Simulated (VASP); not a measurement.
Here is a VASP 6.6.1 calculation.

POSCAR

```
SnSe
1.0
    0.0000000000      2.9848894944      2.9848894944
    2.9848894944      0.0000000000      2.9848894944
    2.9848894944      2.9848894944      0.0000000000
Sn Se
1 1
Direct
    0.0000000000      0.0000000000      0.0000000000
    0.5000000000      0.5000000000      0.5000000000
```

The input INCAR.step1:

```
SYSTEM = SnSe
  PREC = Accurate
  ENCUT = 500
  EDIFF = 1E-8
  ISMEAR = 0
  SIGMA = 0.01
  LREAL = .False.
  LASPH = .True.
  NELM = 60
  ALGO = Normal
  LWAVE = .True.
  LCHARG = .False.
  METAGGA = R2SCAN
  LMIXTAU = .True.
```

The input INCAR.step2:

```
SYSTEM = SnSe
  PREC = Accurate
  ENCUT = 500
  EDIFF = 1E-8
  ISMEAR = 0
  SIGMA = 0.01
  LREAL = .False.
  LASPH = .True.
  NELM = 1
  ALGO = Exact
  LWAVE = .True.
  LCHARG = .False.
  METAGGA = R2SCAN
  LMIXTAU = .True.
  NBANDS = 301
  LOPTICS = .True.
  ISTART = 1
```

Contents of INCAR.step3:

```
SYSTEM = SnSe
  PREC = Accurate
  ENCUT = 500
  EDIFF = 1E-8
  ISMEAR = 0
  SIGMA = 0.01
  LREAL = .False.
  LASPH = .True.
  ALGO = EVGW0
  LWAVE = .False.
  LCHARG = .False.
  METAGGA = R2SCAN
  LMIXTAU = .True.
  NELMGW = 1
  NBANDS = 301
  ENCUTGW = 180.0
  NOMEGA = 48
  PRECFOCK = Fast
  ISTART = 1
  NBANDSGW = 18
```

KPOINTS

```
Automatic mesh
0
Gamma
  6 6 6
  0 0 0
```

Potentials or basis: VASP PAW PBE potentials, release 64 (Sn_d_GW, Se_GW).

Run with:

```sh
$ cat potpaw_PBE.64/Sn_d_GW/POTCAR potpaw_PBE.64/Se_GW/POTCAR > POTCAR
$ cp INCAR.step1 INCAR
$ mpirun -np 1 vasp_std > vasp.out
$ cp INCAR.step2 INCAR
$ mpirun -np 1 vasp_std > vasp.out
$ cp INCAR.step3 INCAR
$ mpirun -np 1 vasp_std > vasp.out
```

Question: Predict the quasiparticle gap.

Answer: 0.65 eV.

Question: Estimate the least direct quasiparticle gap.

Answer: 0.65 eV.

Question: What does it give for the band gap of the starting levels on the mesh?

Answer: 0.57 eV.

Caveat: bands, screening cutoff and mesh are small and nothing is extrapolated, so the quasiparticle values aren't converged; spin-orbit coupling is left out, which moves the levels of the heavy elements.
